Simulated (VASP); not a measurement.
# Si32O (a cell with a defect) in VASP: single point with LDA

Aim: the single point of Si32O (a cell with a defect) with LDA.

Program: VASP 6.6.1. These are calculated values, not measurements. Logs are shortened: lines on timing, memory, paths and dates and some standing lists are left out, and cuts for length are marked.

### Step 1. The cell of the first run

The cell holds a defect, 33 atoms: a = 9.356 Å, b = 9.356 Å, c = 9.356 Å, α = 109.47°, β = 109.47°, γ = 109.47°.

### Step 2. Single point, LDA

File INCAR:

```
SYSTEM = Si32O
PREC = Accurate
ENCUT = 520
EDIFF = 1E-6
ISMEAR = 0
SIGMA = 0.02
LREAL = Auto
LASPH = .True.
NELM = 60
ALGO = Normal
ISIF = 2
LWAVE = .False.
LCHARG = .False.
NBANDS = 89
```

File KPOINTS:

```
Automatic mesh
0
Gamma
  2 2 2
  0.5 0.5 0.5
```

File POSCAR:

```
Si32O
1.0
   -5.4019422754     -5.4019422754      5.4019422754
    5.4019422754     -5.4019422754     -5.4019422754
    5.4019422754      5.4019422754      5.4019422754
Si O
32 1
Direct
    0.2526288565      0.7452103882      0.7516022558
    0.0031517368      0.7445223949     -0.0004802902
    0.5105183209      0.5112837863      0.7599081572
    0.2420277621      0.4856336603     -0.0190646243
    0.0221052899      0.5340310675      0.2724043363
    0.7528043235      0.7455924730      0.2510913540
    0.4819828438      0.7252524741      0.4663762350
    0.0002269554     -0.0038433398      0.7511771310
    0.7519702716      0.2429767726      0.7514044566
    0.5022224159      0.2450114112      0.0001134777
    0.2702081817      0.2530329704      0.2617737154
   -0.0100680454      0.2344897327      0.4792770578
    0.7592153509      0.4997211859      0.5037000326
    0.7210738844     -0.0265959895     -0.0491376039
    0.5030912700     -0.0040485438      0.2527018858
    0.2614897435      0.0160945815      0.5106208766
    0.2696228367      0.7744782870      0.5182937650
    0.0055348611      0.7485277135      0.7517743236
    0.5140019753      0.5023160859      0.5082556162
    0.2424460376      0.4850643281      0.7310109584
    0.0030203951      0.4950291698      0.0031999601
    0.7624339154      0.7614914766      0.0096842945
    0.4916111400      0.7344356525      0.2259455836
    0.0025828673     -0.0035830631      0.5016882562
    0.7525827365      0.2474685829      0.5027164974
    0.5110530360      0.2616768984      0.7587292294
    0.2523844074      0.2467334770      0.0029896654
    0.0419146463      0.2942942407      0.2715984224
    0.7538956902      0.4957988004      0.2511769713
    0.7285788702     -0.0289803171      0.7060223537
    0.4991978556     -0.0062900524      0.0010384228
    0.2526091414     -0.0054333235      0.2515483192
   -0.1086364811      0.1736071865      0.0613758872
```

Potentials or basis: VASP PAW LDA potentials, release 64 (Si, O).

Launch:

```
$ cat potpaw_LDA.64/Si/POTCAR potpaw_LDA.64/O/POTCAR > POTCAR
$ mpirun -np 1 vasp_std > vasp.out
```

OUTCAR:

```text
SYSTEM = Si32O
   PREC = Accurate
   ENCUT = 520
   EDIFF = 1E-6
   ISMEAR = 0
   LREAL = Auto
   LASPH = .True.
   NELM = 60
   ISIF = 2

 ion  position               nearest neighbor table
   1  0.253  0.745  0.752-  31 2.32  18 2.32  17 2.34  20 2.34
   2  0.003  0.745  1.000-  18 2.34  22 2.34  32 2.34  21 2.35
   3  0.511  0.511  0.760-  26 2.33  19 2.34  22 2.35  20 2.35
   4  0.242  0.486  0.981-  23 2.32  20 2.34  21 2.34  27 2.34
   5  0.022  0.534  0.272-  17 2.29  28 2.31  29 2.34  21 2.36
   6  0.753  0.746  0.251-  23 2.34  29 2.34  22 2.34  24 2.34
   7  0.482  0.725  0.466-  30 2.28  23 2.31  19 2.34  17 2.35
   8  0.000  0.996  0.751-  18 2.34  24 2.34  30 2.35  27 2.35
   9  0.752  0.243  0.751-  26 2.34  25 2.34  21 2.35  30 2.36
  10  0.502  0.245  0.000-  26 2.34  31 2.34  29 2.35  27 2.35
  11  0.270  0.253  0.262-  19 2.31  28 2.32  32 2.34  27 2.35
  12  0.990  0.234  0.479-  25 2.34  24 2.34  28 2.34  20 2.35
  13  0.759  0.500  0.504-  19 2.32  18 2.32  29 2.33  25 2.34
  14  0.721  0.973  0.951-  33 1.65  30 2.31  31 2.33  22 2.34  28 3.00
  15  0.503  0.996  0.253-  31 2.34  32 2.34  23 2.34  25 2.34
  16  0.261  0.016  0.511-  17 2.31  26 2.32  32 2.34  24 2.34
  17  0.270  0.774  0.518-   5 2.29  16 2.31   1 2.34   7 2.35
  18  0.006  0.749  0.752-  13 2.32   1 2.32   8 2.34   2 2.34
  19  0.514  0.502  0.508-  11 2.31  13 2.32   3 2.34   7 2.34
  20  0.242  0.485  0.731-   4 2.34   1 2.34   3 2.35  12 2.35
  21  0.003  0.495  0.003-   4 2.34   2 2.35   9 2.35   5 2.36
  22  0.762  0.761  0.010-   2 2.34  14 2.34   6 2.34   3 2.35
  23  0.492  0.734  0.226-   7 2.31   4 2.32  15 2.34   6 2.34
  24  0.003  0.996  0.502-  16 2.34   8 2.34   6 2.34  12 2.34
  25  0.753  0.247  0.503-  13 2.34  12 2.34  15 2.34   9 2.34
  26  0.511  0.262  0.759-  16 2.32   3 2.33   9 2.34  10 2.34
  27  0.252  0.247  0.003-   4 2.34  11 2.35  10 2.35   8 2.35
  28  0.042  0.294  0.272-  33 1.66   5 2.31  11 2.32  12 2.34  14 3.00
  29  0.754  0.496  0.251-  13 2.33   6 2.34   5 2.34  10 2.35
  30  0.729  0.971  0.706-   7 2.28  14 2.31   8 2.35   9 2.36
  31  0.499  0.994  0.001-   1 2.32  14 2.33  15 2.34  10 2.34
  32  0.253  0.995  0.252-  16 2.34  11 2.34  15 2.34   2 2.34
  33  0.891  0.174  0.061-  14 1.65  28 1.66

  LATTYP: Found a body centered cubic cell.
 ALAT       =    10.8038845508

  Lattice vectors:

 A1 = (  -5.4019422754,  -5.4019422754,   5.4019422754)
 A2 = (   5.4019422754,  -5.4019422754,  -5.4019422754)
 A3 = (   5.4019422754,   5.4019422754,   5.4019422754)

Analysis of symmetry for initial positions (statically):
=====================================================================
 Subroutine PRICEL returns:
 Original cell was already a primitive cell.

 Routine SETGRP: Setting up the symmetry group for a
 body centered cubic supercell.

 Subroutine GETGRP returns: Found  1 space group operations
 (whereof  1 operations were pure point group operations)
 out of a pool of 48 trial point group operations.

The static configuration has the point symmetry C_1 .

Analysis of symmetry for dynamics (positions and initial velocities):
=====================================================================
 Subroutine PRICEL returns:
 Original cell was already a primitive cell.

 Routine SETGRP: Setting up the symmetry group for a
 body centered cubic supercell.

 Subroutine GETGRP returns: Found  1 space group operations
 (whereof  1 operations were pure point group operations)
 out of a pool of 48 trial point group operations.

The dynamic configuration has the point symmetry C_1 .

 Subroutine INISYM returns: Found  1 space group operations
 (whereof  1 operations are pure point group operations),
 and found     1 'primitive' translations

----------------------------------------------------------------------------------------

                                     Primitive cell

  volume of cell :     630.5359

  direct lattice vectors                    reciprocal lattice vectors
    -5.401942275 -5.401942275  5.401942275     0.000000000 -0.092559301  0.092559301
     5.401942275 -5.401942275 -5.401942275     0.092559301 -0.092559301  0.000000000
     5.401942275  5.401942275  5.401942275     0.092559301  0.000000000  0.092559301

  length of vectors
     9.356438481  9.356438481  9.356438481     0.130898619  0.130898619  0.130898619

  position of ions in fractional coordinates (direct lattice)
     0.252628857  0.745210388  0.751602256
     0.003151737  0.744522395  0.999519710
     0.510518321  0.511283786  0.759908157
     0.242027762  0.485633660  0.980935376
     0.022105290  0.534031068  0.272404336
     0.752804324  0.745592473  0.251091354
[... 25 lines left out ...]
     0.252609141  0.994566677  0.251548319
     0.891363519  0.173607186  0.061375887

  ion indices of the primitive-cell ions
   primitive index   ion index
                 1           1
                 2           2
                 3           3
                 4           4
                 5           5
                 6           6
[... 25 lines left out ...]
                32          32
                33          33

----------------------------------------------------------------------------------------

 KPOINTS: Automatic mesh

Automatic generation of k-mesh.
 Grid dimensions read from file:
 generate k-points for:    2    2    2

 Generating k-lattice:

  Cartesian coordinates                     Fractional coordinates (reciprocal lattice)
     0.000000000 -0.046279650  0.046279650     0.500000000  0.000000000  0.000000000
     0.046279650 -0.046279650  0.000000000     0.000000000  0.500000000  0.000000000
     0.046279650  0.000000000  0.046279650     0.000000000  0.000000000  0.500000000

  Length of vectors
     0.065449309  0.065449309  0.065449309

  Shift w.r.t. Gamma in fractional coordinates (k-lattice)
     0.500000000  0.500000000  0.500000000

 Subroutine IBZKPT returns following result:
 ===========================================

 Found      4 irreducible k-points:

 Following reciprocal coordinates:
            Coordinates               Weight
  0.250000  0.250000  0.250000      2.000000
 -0.250000  0.250000  0.250000      2.000000
  0.250000 -0.250000  0.250000      2.000000
  0.250000  0.250000 -0.250000      2.000000
   k-points           NKPTS =      4   k-points in BZ     NKDIM =      4   number of bands    NBANDS=     89
   number of dos      NEDOS =    301   number of ions     NIONS =     33
   total plane-waves  NPLWV = 343000
   dimension x,y,z NGX =    70 NGY =   70 NGZ =   70
   dimension x,y,z NGXF=   140 NGYF=  140 NGZF=  140
   ions per type =              32   1
   NGX,Y,Z   is equivalent  to a cutoff of  12.44, 12.44, 12.44 a.u.
   NGXF,Y,Z  is equivalent  to a cutoff of  24.88, 24.88, 24.88 a.u.
 SYSTEM =  Si32O
   PREC   = accura    normal or accurate (medium, high low for compatibility)
   ISTART =      0    job   : 0-new  1-cont  2-samecut
   ICHARG =      2    charge: 1-file 2-atom 10-const
   ISPIN  =      1    spin polarized calculation?
   LNONCOLLINEAR =      F non collinear calculations
   LSORBIT =      F    spin-orbit coupling
   LASPH  =      T    aspherical Exc in radial PAW
   ENCUT  =  520.0 eV  38.22 Ry    6.18 a.u.  17.40 17.40 17.40*2*pi/ulx,y,z
   NELM   =     60;   NELMIN=  2; NELMDL= -5     # of ELM steps
   EDIFF  = 0.1E-05   stopping-criterion for ELM
   LREAL  =      T    real-space projection
   EDIFFG = 0.1E-04   stopping-criterion for IOM
   NSW    =      0    number of steps for IOM
   IBRION =     -1    ionic relax: 0-MD 1-quasi-New 2-CG
   NFREE  =      0    steps in history (QN), initial steepest desc. (CG)
   ISIF   =      2    stress and relaxation
   ISYM   =      2    0-nonsym 1-usesym 2-fastsym
   POTIM  = 0.5000    time-step for ionic-motion
   TEBEG  =    0.0;   TEEND  =   0.0 temperature during run
   PSTRESS=    0.0 pullay stress
   NELECT =     134.0000    total number of electrons
   NUPDOWN=      -1.0000    fix difference up-down
   EMIN   =  10.00;   EMAX   =-10.00  energy-range for DOS
   EFERMI =   0.00;   METHOD = LEGACY
   ISMEAR =     0;   SIGMA  =   0.02  broadening in eV -4-tet -1-fermi 0-gaus
   EFERMI_NEDOS =   21; number of points for ismear=-14 and -15
   IALGO  =     38    algorithm
   IMIX   =      4    mixing-type and parameters
     AMIX     =   0.40;   BMIX     =  1.00
     AMIX_MAG =   1.60;   BMIX_MAG =  1.00
  volume/ion in A,a.u.               =      19.11       128.94
  Fermi-wavevector in a.u.,A,eV,Ry     =   0.976952  1.846171 12.985875  0.954435
  Thomas-Fermi vector in A             =   2.107611
   LORBIT       =      0    0 simple, 1 ext, 2 COOP (PROOUT), +10 PAW based schemes
   GGA     = CA    functional components
   LHFCALC =     F    Hartree Fock is set to
   AEXX    =    0.0000 exact exchange contribution
   IVDW    =     0    specifies the selected vdW correction
   LEPSILON=     F    determine dielectric tensor
   LRPA    =     F    only Hartree local field effects (RPA)
 non-spin polarized calculation
 Gauss-broadening in eV      SIGMA  =   0.02
  energy-cutoff  :      520.00
  volume of cell :      630.54
 maximum number of plane-waves:     17028
 NGX is ok and might be reduce to    70
   NGX = 35   NGY = 35   NGZ = 35

 number of electron     133.9999996 magnetization

 Free energy of the ion-electron system (eV)
  ---------------------------------------------------
  ext. energy  EPLUGINS =         0.00000000
  ---------------------------------------------------
  free energy    TOTEN  =      -198.67886185 eV

  energy without entropy =     -198.67886185  energy(sigma->0) =     -198.67886185

 E-fermi :   5.4916     XC(G=0):  -9.7373

 val. band max:        5.3477678104   @ k =   0.2500   0.2500  -0.2500
 cond. band min:       6.6016970884   @ k =  -0.2500   0.2500   0.2500
 fundamental gap:      1.2539292780
 Fermi energy:         5.4915730241

 k-point     1 :       0.2500    0.2500    0.2500
  band No.  band energies     occupation
      1     -14.3950      2.00000
      2      -5.4518      2.00000
      3      -5.2712      2.00000
      4      -5.2693      2.00000
      5      -4.9440      2.00000
      6      -4.3596      2.00000
[... 71 lines left out ...]
     78       7.7603      0.00000
     79       7.8175      0.00000
[... 244 lines left out ...]
     78       8.3169      0.00000
     79       8.3424      0.00000
 [bands above 79 left out]

------------------------ aborting loop because EDIFF is reached ----------------------------------------

  FORCE on cell =-STRESS in cart. coord.  units (eV):
  Direction    XX          YY          ZZ          XY          YZ          ZX
  --------------------------------------------------------------------------------------
  -------------------------------------------------------------------------------------
  Total        4.6878724      3.6162112      4.0252817     -3.1791393     -3.3017554      2.9309396
  in kB       11.9117771      9.1887104     10.2281490     -8.0781206     -8.3896853      7.4474507
  external PRESSURE =      10.4428788 kB  Pullay stress =       0.0000000 kB

 VOLUME and BASIS-vectors are now :
 -----------------------------------------------------------------------------
  energy-cutoff  :      520.00
  volume of cell :      630.54
      direct lattice vectors                 reciprocal lattice vectors
    -5.401942275 -5.401942275  5.401942275     0.000000000 -0.092559301  0.092559301
     5.401942275 -5.401942275 -5.401942275     0.092559301 -0.092559301  0.000000000
     5.401942275  5.401942275  5.401942275     0.092559301  0.000000000  0.092559301

 POSITION                                       TOTAL-FORCE (eV/Angst)
 -----------------------------------------------------------------------------------
      6.72101     -1.33016      1.39921        -0.013026     -0.025356     -0.061348
      9.40419      1.36046      1.39451         0.002943     -0.036201     -0.036946
      4.10911     -1.41474      4.10084        -0.104879      0.049400     -0.052630
      6.61490      1.36817      3.98301         0.088573     -0.039904      0.065651
      4.23691     -1.53270     -1.29388        -0.119001      0.064615     -0.045639
      1.31742     -6.73787      1.39534        -0.010111     -0.053186     -0.045467
[... 25 lines left out ...]
      5.36686     -5.37832     -2.64916        -0.002490     -0.046696     -0.039914
     -3.54573     -5.42136      4.20883         0.087755      0.500776      0.382011
 -----------------------------------------------------------------------------------
    total drift:                                0.000357     -0.005554      0.005796

  FREE ENERGIE OF THE ION-ELECTRON SYSTEM (eV)
  ---------------------------------------------------
  free  energy   TOTEN  =      -198.6788618507 eV

  energy  without entropy=     -198.6788618507  energy(sigma->0) =     -198.67886185
```

Run time: 3.4 min. Hardware: 1 thread of Intel Xeon 6975P-C (Granite Rapids), shared host; peak memory 0.58 GiB.

What came out:

```yaml
Free_energy: -198.6789 eV
Pressure: 1.0 GPa
Largest_force: 0.636 eV/Å
Band_gap_on_the_k_mesh: 1.25 eV
```

Forces on the atoms (eV/Å):
```
Si  -0.013 -0.025 -0.061
Si   0.003 -0.036 -0.037
Si  -0.105  0.049 -0.053
Si   0.089 -0.040  0.066
Si  -0.119  0.065 -0.046
Si  -0.010 -0.053 -0.045
Si   0.113 -0.052  0.084
Si  -0.022 -0.043 -0.029
Si  -0.005 -0.053 -0.039
Si  -0.003 -0.045 -0.036
Si  -0.016 -0.026 -0.075
Si   0.135 -0.056  0.114
Si  -0.012 -0.021 -0.047
Si  -0.032  0.146  0.019
Si  -0.022 -0.047 -0.041
Si  -0.084  0.030 -0.029
Si  -0.100  0.046 -0.056
Si  -0.011 -0.014 -0.042
Si  -0.013 -0.028 -0.058
Si   0.114 -0.056  0.082
Si  -0.011 -0.044 -0.036
Si  -0.126  0.067 -0.052
Si   0.090 -0.039  0.070
Si  -0.009 -0.051 -0.039
Si  -0.022 -0.045 -0.033
Si  -0.085  0.033 -0.027
Si  -0.016 -0.043 -0.043
Si   0.088  0.046  0.153
Si  -0.001 -0.039 -0.040
Si   0.138 -0.058  0.114
Si  -0.019 -0.021 -0.078
Si  -0.002 -0.047 -0.040
O    0.088  0.501  0.382
```
